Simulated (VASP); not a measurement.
Here is a VASP 6.6.1 calculation.

File INCAR:

```
SYSTEM = BiS4
  PREC = Accurate
  ENCUT = 600
  EDIFF = 1E-6
  ISMEAR = 0
  SIGMA = 0.1
  LREAL = .FALSE.
  LASPH = .TRUE.
  NELM = 100
  ALGO = Fast
  ISIF = 3
  LWAVE = .FALSE.
  LCHARG = .FALSE.
  GGA = PE
  IBRION = 2
  NSW = 100
  EDIFFG = -0.01
```

Contents of KPOINTS:

```
Automatic mesh
0
G
  6 6 10
  0 0 0
```

POSCAR

```
BiS4
1.0
    6.3780720917      0.0000000000      0.0000000000
    0.0000000000      6.3780720917      0.0000000000
    0.0000000000      0.0000000000      4.0424634506
Bi S
1 4
Direct
    0.0000000000      0.0000000000      0.5000000000
    0.6591077552      0.0000000000      0.0000000000
    0.3408922448      0.0000000000      0.0000000000
    0.0000000000      0.6591077552      0.0000000000
    0.0000000000      0.3408922448      0.0000000000
```

Potentials or basis: VASP PAW PBE potentials, release 64 (Bi_d, S).

Run with:

```sh
$ cat potpaw_PBE.64/Bi_d/POTCAR potpaw_PBE.64/S/POTCAR > POTCAR
$ mpirun -np 1 vasp_std > vasp.out
```

What does it give for the space group after relaxing (to 0.1 Å)?

P4/mmm (No. 123).

Estimate the relaxed cell.

a = 6.388 Å, b = 6.388 Å, c = 4.032 Å, α = 90.00°, β = 90.00°, γ = 90.00°.

Estimate the relaxed volume.

32.90 Å³/atom.

What does it give for the band gap on the k mesh?

Zero (an odd number of electrons rules out a gap without spin polarisation).

Final structure:
```
Bi S
1.0
     6.38759    0.00000    0.00000
     0.00000    6.38759    0.00000
     0.00000    0.00000    4.03172
Bi S
1 4
Direct
  0.00000 0.00000 0.50000
  0.65792 0.00000 0.00000
  0.34208 0.00000 0.00000
  0.00000 0.65792 0.00000
  0.00000 0.34208 0.00000
```

Caveat: spin-orbit coupling is left out, which moves the levels of the heavy elements.
